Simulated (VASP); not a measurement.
ScB2Sb3:

```xyz
6
Lattice="6.0267 0.0000 0.0000 -3.0134 5.2193 0.0000 0.0000 0.0000 3.7134" Properties=species:S:1:pos:R:3 pbc="T T T"
Sc    0.0000    0.0000    0.0000
B     0.0000    3.4795    0.0000
B     3.0134    1.7398    0.0000
Sb    3.0134    0.0000    1.8567
Sb    1.5067    2.6096    1.8567
Sb   -1.5067    2.6096    1.8567
```

The cell was generated, and may not be a known phase.

```yaml
Program: VASP 6.6.1
Task: relaxation of cell and atoms
Functional: PBE
Potentials_or_basis: VASP PAW PBE potentials, release 64 (Sc_sv, B, Sb)
Cutoff: 600 eV
k_mesh: 6 × 6 × 10
Occupations: gaussian, width 0.1 eV
Spin: no spin polarisation
```

At the start: pressure 3.4 GPa; volume 19.47 Å³/atom.

Problem. Where does the relaxation end?

Solution. Over 8 steps the energy falls by 152.3 meV/atom and the volume is 20.02 Å³/atom (+2.8 %); space group P6/mmm (No. 191, to 0.1 Å) before and after.

Step by step:
```tsv
step	energy change (eV)	largest force (eV/Å)	pressure (GPa)	volume (Å³)
1	0.0000	0.0000	3.40	116.81
2	-0.7256	0.0000	-2.41	123.51
3	-0.8246	0.0000	-3.80	126.63
4	-0.8247	0.0000	-3.66	126.24
5	-0.8703	0.0000	1.35	118.72
6	-0.9068	0.0000	-0.84	121.57
7	-0.9069	0.0000	-0.76	121.45
8	-0.9139	0.0000	-0.02	120.11
```

Final structure:
```cif
data_structure
_symmetry_space_group_name_H-M 'P 1'
_symmetry_Int_Tables_number 1
_cell_length_a 6.4275
_cell_length_b 6.4275
_cell_length_c 3.3572
_cell_angle_alpha 90.000
_cell_angle_beta 90.000
_cell_angle_gamma 120.000
_cell_volume 120.11
loop_
_atom_site_label
_atom_site_type_symbol
_atom_site_fract_x
_atom_site_fract_y
_atom_site_fract_z
_atom_site_occupancy
Sc1 Sc 0.00000 0.00000 0.00000 1
B1 B 0.33333 0.66667 0.00000 1
B2 B 0.66667 0.33333 0.00000 1
Sb1 Sb 0.50000 0.00000 0.50000 1
Sb2 Sb 0.50000 0.50000 0.50000 1
Sb3 Sb 0.00000 0.50000 0.50000 1
```
